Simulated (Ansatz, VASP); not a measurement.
## ZnO: VASP beside Ansatz

```
Zn O
1.0
     3.25752    0.00000    0.00000
    -1.62876    2.82110    0.00000
     0.00000    0.00000    5.24871
Zn O
2 2
Direct
  0.66667 0.33333 0.50038
  0.33333 0.66667 0.00038
  0.66667 0.33333 0.87993
  0.33333 0.66667 0.37993
```

Alike in both runs: task single point; functional r2SCAN; k mesh 12 × 12 × 6; occupations gaussian, width 0.02 eV; no spin polarisation.

|  | VASP | Ansatz |
| --- | --- | --- |
| version | VASP 6.6.1 | Ansatz 0.2.0 |
| potentials or method | VASP PAW PBE potentials, release 64 (Zn, O), cutoff 520 eV | scalar-relativistic, plane waves, PAW |
| valence electrons in the cell | 36 | 36 |

Ansatz gave:

- gap on the k mesh at the Fermi level (eV): 1.21
- least direct gap on the mesh (eV): 1.21
- pressure (GPa): -3.0
- traceless stress, the component that is largest in VASP (GPa): 0.01
- rms of the force components (eV/Å): 0.001

Task: Which values does VASP return?

Result: gap on the k mesh at the Fermi level (eV): 1.20; least direct gap on the mesh (eV): 1.20; pressure (GPa): -2.1; traceless stress, the component that is largest in VASP (GPa): 0.06; rms of the force components (eV/Å): 0.012.

VASP's potentials were made for PBE, not for r2SCAN. Atom by atom the forces differ by 0.011 eV/Å (rms over components).
